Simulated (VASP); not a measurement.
Runs of VASP 6.6.1 on SiI. The structure is that of space group F-43m (No. 216), or close to it. The cells are those of the table. 

```tsv
task	cell	k mesh	smearing	gap on the mesh (eV)	pressure (GPa)	relaxed volume (Å³/atom)
single point	a = 4.744 Å, angles 60.0°, 2 atoms	5 × 5 × 5	methfessel-paxton 0.15 eV	none	0.1	-
relaxation of cell and atoms	relaxed from a = 4.292 Å, angles 60.0°, 2 atoms	8 × 8 × 8	fermi-dirac 0.1 eV	none	0.0	37.50
single point	a = 4.734 Å, angles 60.0°, 2 atoms	8 × 8 × 8	fermi-dirac 0.1 eV	none	0.0	-
relaxation of cell and atoms	relaxed from a = 4.292 Å, angles 60.0°, 2 atoms	5 × 5 × 5	methfessel-paxton 0.15 eV	none	0.0	(a)
relaxation of cell and atoms	relaxed from a = 4.292 Å, angles 60.0°, 2 atoms	5 × 5 × 5	fermi-dirac 0.1 eV	none	0.0	37.87
single point	a = 4.747 Å, angles 60.0°, 2 atoms	5 × 5 × 5	fermi-dirac 0.1 eV	none	0.0	-
```

Alike in all rows: level LDA; potentials or basis VASP PAW LDA potentials, release 64 (Si, I); no spin polarisation; cutoff (eV) 500.

Question: Estimate the missing entries.

Answer: (a) 37.88.

Caveats: spin-orbit coupling is left out, which moves the levels of the heavy elements; an odd number of electrons without spin polarisation forces a metal; a magnetic or distorted state may lie lower; the volume moved by over 15 % at a fixed basis, so the end points are rough (at least some runs).

A k mesh can miss the band edges, and the runs leave out spin-orbit coupling on I.

A gap of «none» marks levels without a gap at the run's occupations.
